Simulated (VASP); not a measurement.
# MgO (Fm-3m) in VASP: single point with PBE

Aim: the single point of MgO with PBE.

Program: VASP 6.6.1. These are calculated values, not measurements. Logs are shortened: lines on timing, memory, paths and dates and some standing lists are left out, and cuts for length are marked.

### 1 The cell of the first run

It takes space group Fm-3m (No. 225, cubic). Conventional cell: a = 4.408 Å, b = 4.408 Å, c = 4.408 Å, α = 90.00°, β = 90.00°, γ = 90.00°. Within 2.9 Å of Mg (site symmetry m-3m) lie 6 O at 2.20 Å. Within 2.9 Å of O (site symmetry m-3m) lie 6 Mg at 2.20 Å.

### 2 Single point, PBE

File INCAR:

```
SYSTEM = MgO
  PREC = Accurate
  ENCUT = 600
  EDIFF = 1E-6
  ISMEAR = 0
  SIGMA = 0.01
  LREAL = .False.
  LASPH = .True.
  NELM = 120
  ALGO = Normal
  ISIF = 2
  LWAVE = .False.
  LCHARG = .True.
  GGA = PE
  LELF = .True.
  LVHAR = .True.
  NBANDS = 11
  GGA_COMPAT = .False.
```

File KPOINTS:

```
Automatic mesh
0
Gamma
  8 8 8
  0 0 0
```

File POSCAR:

```
MgO
1.0
    0.0000000000      2.2040000000      2.2040000000
    2.2040000000      0.0000000000      2.2040000000
    2.2040000000      2.2040000000      0.0000000000
Mg O
1 1
Direct
    0.0000000000      0.0000000000      0.0000000000
    0.5000000000      0.5000000000      0.5000000000
```

Potentials or basis: VASP PAW PBE potentials, release 64 (Mg, O).

Run with:

```console
cat potpaw_PBE.64/Mg/POTCAR potpaw_PBE.64/O/POTCAR > POTCAR
mpirun -np 1 vasp_std > vasp.out
```

OUTCAR:

```text
SYSTEM = MgO
   PREC = Accurate
   ENCUT = 600
   EDIFF = 1E-6
   ISMEAR = 0
   LREAL = .False.
   LASPH = .True.
   NELM = 120
   ISIF = 2
   GGA = PE

 ion  position               nearest neighbor table
   1  0.000  0.000  0.000-   2 2.20   2 2.20   2 2.20   2 2.20   2 2.20   2 2.20
   2  0.500  0.500  0.500-   1 2.20   1 2.20   1 2.20   1 2.20   1 2.20   1 2.20

  LATTYP: Found a face centered cubic cell.
 ALAT       =     4.4080000000

  Lattice vectors:

 A1 = (   0.0000000000,   2.2040000000,   2.2040000000)
 A2 = (   2.2040000000,   0.0000000000,   2.2040000000)
 A3 = (   2.2040000000,   2.2040000000,   0.0000000000)

Analysis of symmetry for initial positions (statically):
=====================================================================
 Subroutine PRICEL returns:
 Original cell was already a primitive cell.

 Routine SETGRP: Setting up the symmetry group for a
 face centered cubic supercell.

 Subroutine GETGRP returns: Found 48 space group operations
 (whereof 48 operations were pure point group operations)
 out of a pool of 48 trial point group operations.

The static configuration has the point symmetry O_h .

Analysis of symmetry for dynamics (positions and initial velocities):
=====================================================================
 Subroutine PRICEL returns:
 Original cell was already a primitive cell.

 Routine SETGRP: Setting up the symmetry group for a
 face centered cubic supercell.

 Subroutine GETGRP returns: Found 48 space group operations
 (whereof 48 operations were pure point group operations)
 out of a pool of 48 trial point group operations.

The dynamic configuration has the point symmetry O_h .

 Subroutine INISYM returns: Found 48 space group operations
 (whereof 48 operations are pure point group operations),
 and found     1 'primitive' translations

----------------------------------------------------------------------------------------

                                     Primitive cell

  volume of cell :      21.4124

  direct lattice vectors                    reciprocal lattice vectors
     0.000000000  2.204000000  2.204000000    -0.226860254  0.226860254  0.226860254
     2.204000000  0.000000000  2.204000000     0.226860254 -0.226860254  0.226860254
     2.204000000  2.204000000  0.000000000     0.226860254  0.226860254 -0.226860254

  length of vectors
     3.116926691  3.116926691  3.116926691     0.392933486  0.392933486  0.392933486

  position of ions in fractional coordinates (direct lattice)
     0.000000000  0.000000000  0.000000000
     0.500000000  0.500000000  0.500000000

  ion indices of the primitive-cell ions
   primitive index   ion index
                 1           1
                 2           2

----------------------------------------------------------------------------------------

 KPOINTS: Automatic mesh

Automatic generation of k-mesh.
 Grid dimensions read from file:
 generate k-points for:    8    8    8

 Generating k-lattice:

  Cartesian coordinates                     Fractional coordinates (reciprocal lattice)
    -0.028357532  0.028357532  0.028357532     0.125000000  0.000000000  0.000000000
     0.028357532 -0.028357532  0.028357532     0.000000000  0.125000000  0.000000000
     0.028357532  0.028357532 -0.028357532     0.000000000  0.000000000  0.125000000

  Length of vectors
     0.049116686  0.049116686  0.049116686

  Shift w.r.t. Gamma in fractional coordinates (k-lattice)
     0.000000000  0.000000000  0.000000000

 Subroutine IBZKPT returns following result:
 ===========================================

 Found     29 irreducible k-points:

 Following reciprocal coordinates:
            Coordinates               Weight
  0.000000  0.000000  0.000000      1.000000
  0.125000  0.000000  0.000000      8.000000
  0.250000  0.000000  0.000000      8.000000
  0.375000  0.000000  0.000000      8.000000
  0.500000  0.000000  0.000000      4.000000
  0.125000  0.125000  0.000000      6.000000
[... 16 lines left out ...]
  0.500000  0.250000  0.125000     48.000000
 -0.375000  0.250000  0.125000     24.000000
 [... further k-points ...]
   k-points           NKPTS =     29   k-points in BZ     NKDIM =     29   number of bands    NBANDS=     11
   number of dos      NEDOS =    301   number of ions     NIONS =      2
   total plane-waves  NPLWV =  21952
   dimension x,y,z NGX =    28 NGY =   28 NGZ =   28
   dimension x,y,z NGXF=    56 NGYF=   56 NGZF=   56
   ions per type =               1   1
   NGX,Y,Z   is equivalent  to a cutoff of  14.93, 14.93, 14.93 a.u.
   NGXF,Y,Z  is equivalent  to a cutoff of  29.87, 29.87, 29.87 a.u.
 SYSTEM =  MgO
   PREC   = accura    normal or accurate (medium, high low for compatibility)
   ISTART =      0    job   : 0-new  1-cont  2-samecut
   ICHARG =      2    charge: 1-file 2-atom 10-const
   ISPIN  =      1    spin polarized calculation?
   LNONCOLLINEAR =      F non collinear calculations
   LSORBIT =      F    spin-orbit coupling
   LASPH  =      T    aspherical Exc in radial PAW
   ENCUT  =  600.0 eV  44.10 Ry    6.64 a.u.   6.23  6.23  6.23*2*pi/ulx,y,z
   NELM   =    120;   NELMIN=  2; NELMDL= -5     # of ELM steps
   EDIFF  = 0.1E-05   stopping-criterion for ELM
   LREAL  =      F    real-space projection
   EDIFFG = 0.1E-04   stopping-criterion for IOM
   NSW    =      0    number of steps for IOM
   IBRION =     -1    ionic relax: 0-MD 1-quasi-New 2-CG
   NFREE  =      0    steps in history (QN), initial steepest desc. (CG)
   ISIF   =      2    stress and relaxation
   ISYM   =      2    0-nonsym 1-usesym 2-fastsym
   POTIM  = 0.5000    time-step for ionic-motion
   TEBEG  =    0.0;   TEEND  =   0.0 temperature during run
   PSTRESS=    0.0 pullay stress
   NELECT =       8.0000    total number of electrons
   NUPDOWN=      -1.0000    fix difference up-down
   EMIN   =  10.00;   EMAX   =-10.00  energy-range for DOS
   EFERMI =   0.00;   METHOD = LEGACY
   ISMEAR =     0;   SIGMA  =   0.01  broadening in eV -4-tet -1-fermi 0-gaus
   EFERMI_NEDOS =   21; number of points for ismear=-14 and -15
   IALGO  =     38    algorithm
   IMIX   =      4    mixing-type and parameters
     AMIX     =   0.40;   BMIX     =  1.00
     AMIX_MAG =   1.60;   BMIX_MAG =  1.00
  volume/ion in A,a.u.               =      10.71        72.25
  Fermi-wavevector in a.u.,A,eV,Ry     =   1.179098  2.228172 18.915800  1.390272
  Thomas-Fermi vector in A             =   2.315415
   LORBIT       =      0    0 simple, 1 ext, 2 COOP (PROOUT), +10 PAW based schemes
   GGA     = PE    functional components
   LHFCALC =     F    Hartree Fock is set to
   AEXX    =    0.0000 exact exchange contribution
   IVDW    =     0    specifies the selected vdW correction
   LEPSILON=     F    determine dielectric tensor
   LRPA    =     F    only Hartree local field effects (RPA)
 non-spin polarized calculation
 Gauss-broadening in eV      SIGMA  =   0.01
  energy-cutoff  :      600.00
  volume of cell :       21.41
 maximum number of plane-waves:       725
 NGX is ok and might be reduce to    28
   NGX = 13   NGY = 13   NGZ = 13

 number of electron       7.9999999 magnetization

 Free energy of the ion-electron system (eV)
  ---------------------------------------------------
  ext. energy  EPLUGINS =         0.00000000
  ---------------------------------------------------
  free energy    TOTEN  =       -11.81194936 eV

  energy without entropy =      -11.81194936  energy(sigma->0) =      -11.81194936

 E-fermi :   2.2852     XC(G=0): -10.4510

 val. band max:        2.2343135479   @ k =   0.0000   0.0000   0.0000
 cond. band min:       5.7437371368   @ k =   0.0000   0.0000   0.0000
 fundamental gap:      3.5094235889
 Fermi energy:         2.2851716436

 k-point     1 :       0.0000    0.0000    0.0000
  band No.  band energies     occupation
      1     -14.3880      2.00000
      2       2.2343      2.00000
      3       2.2343      2.00000
      4       2.2343      2.00000
      5       5.7437      0.00000
      6      17.2568      0.00000
      7      17.2568      0.00000
      8      17.2568      0.00000
      9      20.8296      0.00000
     10      22.4540      0.00000
     11      22.4540      0.00000

 k-point     2 :       0.1250    0.0000    0.0000
  band No.  band energies     occupation
      1     -14.2609      2.00000
      2       1.3239      2.00000
      3       2.1534      2.00000
      4       2.1534      2.00000
      5       6.6736      0.00000
      6      15.6162      0.00000
      7      17.5326      0.00000
      8      17.5326      0.00000
      9      21.2471      0.00000
     10      21.2471      0.00000
     11      22.4612      0.00000

 k-point     3 :       0.2500    0.0000    0.0000
  band No.  band energies     occupation
      1     -13.9352      2.00000
      2      -0.1811      2.00000
      3       1.9659      2.00000
      4       1.9659      2.00000
      5       8.1501      0.00000
      6      13.9442      0.00000
      7      17.7526      0.00000
      8      17.7526      0.00000
      9      20.9136      0.00000
     10      20.9136      0.00000
     11      22.0673      0.00000

 k-point     4 :       0.3750    0.0000    0.0000
  band No.  band energies     occupation
      1     -13.5766      2.00000
      2      -1.3683      2.00000
      3       1.7885      2.00000
      4       1.7885      2.00000
      5       9.0761      0.00000
      6      13.3397      0.00000
      7      17.3858      0.00000
      8      17.3858      0.00000
      9      21.4021      0.00000
     10      22.1497      0.00000
     11      22.1497      0.00000
[... 239 lines left out ...]
 k-point    22 :       0.3750    0.2500    0.1250
  band No.  band energies     occupation
      1     -13.7022      2.00000
      2      -0.4773      2.00000
      3       1.2560      2.00000
      4       1.7316      2.00000
      5       9.4401      0.00000
      6      13.1374      0.00000
      7      15.8298      0.00000
      8      18.2246      0.00000
      9      19.0848      0.00000
     10      23.0936      0.00000
     11      25.8130      0.00000

 k-point    23 :       0.5000    0.2500    0.1250
  band No.  band energies     occupation
      1     -13.4205      2.00000
      2      -1.0366      2.00000
      3       0.7632      2.00000
      4       1.5186      2.00000
      5      10.5922      0.00000
      6      12.9448      0.00000
      7      14.7224      0.00000
      8      17.7681      0.00000
      9      20.4553      0.00000
     10      22.9138      0.00000
     11      26.0966      0.00000

 k-point    24 :      -0.3750    0.2500    0.1250
  band No.  band energies     occupation
      1     -13.2973      2.00000
      2      -1.2659      2.00000
      3       0.5837      2.00000
      4       1.4148      2.00000
      5      10.9674      0.00000
      6      13.0774      0.00000
      7      14.4025      0.00000
      8      17.5238      0.00000
      9      21.2021      0.00000
     10      22.5327      0.00000
     11      26.2856      0.00000

 [... further k-points ...]
[... 5 lines left out ...]
  --------------------------------------------------------------------------------------
  -------------------------------------------------------------------------------------
  Total       -1.8359097     -1.8359097     -1.8359097      0.0000000      0.0000000     -0.0000000
  in kB     -137.3716552   -137.3716552   -137.3716552      0.0000000      0.0000000     -0.0000000
  external PRESSURE =    -137.3716552 kB  Pullay stress =       0.0000000 kB

 VOLUME and BASIS-vectors are now :
 -----------------------------------------------------------------------------
  energy-cutoff  :      600.00
  volume of cell :       21.41
      direct lattice vectors                 reciprocal lattice vectors
     0.000000000  2.204000000  2.204000000    -0.226860254  0.226860254  0.226860254
     2.204000000  0.000000000  2.204000000     0.226860254 -0.226860254  0.226860254
     2.204000000  2.204000000  0.000000000     0.226860254  0.226860254 -0.226860254

 POSITION                                       TOTAL-FORCE (eV/Angst)
 -----------------------------------------------------------------------------------
      0.00000      0.00000      0.00000         0.000000      0.000000      0.000000
      2.20400      2.20400      2.20400        -0.000000     -0.000000     -0.000000
 -----------------------------------------------------------------------------------
    total drift:                                0.000000      0.000000      0.000000

  FREE ENERGIE OF THE ION-ELECTRON SYSTEM (eV)
  ---------------------------------------------------
  free  energy   TOTEN  =       -11.8119493594 eV

  energy  without entropy=      -11.8119493594  energy(sigma->0) =      -11.81194936
```

Run time: 27 s. Hardware: 1 thread of AMD EPYC 7R13, shared host; peak memory 0.13 GiB.

Results:

```
Free energy            : -11.8119 eV
Pressure               : -13.7 GPa
Band gap on the k mesh : 3.51 eV, direct
```

A hybrid or GW would open this gap; PBE tends to underestimate it.
